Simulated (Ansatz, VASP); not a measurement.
# CaF2: VASP beside Ansatz

File POSCAR:

```
CaF2
1.0
    0.0000000000      2.7310000000      2.7036900000
    2.7310000000      0.0000000000      2.7036900000
    2.7310000000      2.7310000000      0.0000000000
Ca F
1 2
Direct
    0.0000000000      0.0000000000      0.0000000000
    0.2500000000      0.2500000000      0.2500000000
    0.7500000000      0.7500000000      0.7500000000
```

INCAR.step1

```
SYSTEM = CaF2
PREC = Accurate
ENCUT = 660
ISMEAR = 0
SIGMA = 0.05
LREAL = .FALSE.
LASPH = .TRUE.
NELM = 120
NBANDS = 19
GGA = PE
ALGO = Normal
EDIFF = 1E-5
LWAVE = .TRUE.
LCHARG = .FALSE.
GGA_COMPAT = .FALSE.
```

File INCAR.step2:

```
SYSTEM = CaF2
PREC = Accurate
ENCUT = 660
EDIFF = 1E-6
ISMEAR = 0
SIGMA = 0.05
LREAL = .FALSE.
LASPH = .TRUE.
NELM = 120
ALGO = Normal
ISIF = 2
LWAVE = .FALSE.
LCHARG = .TRUE.
METAGGA = R2SCAN
LMIXTAU = .TRUE.
LELF = .TRUE.
LVHAR = .TRUE.
NBANDS = 19
ISTART = 1
GGA_COMPAT = .FALSE.
```

KPOINTS

```
regular mesh
0
G
  6 6 6
  0 0 0
```

Input for Ansatz:

```yaml
crystal:
  lattice:
    - [0.0, 2.731, 2.70369]
    - [2.731, 0.0, 2.70369]
    - [2.731, 2.731, 0.0]
  atoms:
    - { symbol: Ca, position: [0.0, 0.0, 0.0] }
    - { symbol: F, position: [0.25, 0.25, 0.25] }
    - { symbol: F, position: [0.75, 0.75, 0.75] }
basis:
  ecutwfc: 520.0
kpoints:
  mp_grid:
    grid: [6, 6, 6]
hamiltonian:
  xc: r2scan
scf:
  occupations:
    method: gaussian
    width: 0.05
output:
  stress: true
```

Alike in both runs: task single point; functional r2SCAN; k mesh 6 × 6 × 6; occupations gaussian, width 0.05 eV; no spin polarisation.

|  | VASP | Ansatz |
| --- | --- | --- |
| version | VASP 6.6.1 | Ansatz 0.2.0 |
| potentials or method | VASP PAW PBE potentials, release 64 (Ca_sv, F), cutoff 660 eV | plane waves, PAW |
| valence electrons in the cell | 24 | 24 |

Ansatz gave:

- pressure (GPa): -0.2
- traceless stress, the component that is largest in VASP (GPa): 0.82

Q: Estimate VASP's values.

A: Pressure (GPa): 0.2; traceless stress, the component that is largest in VASP (GPa): 0.81.

VASP's potentials were made for PBE, not for r2SCAN.
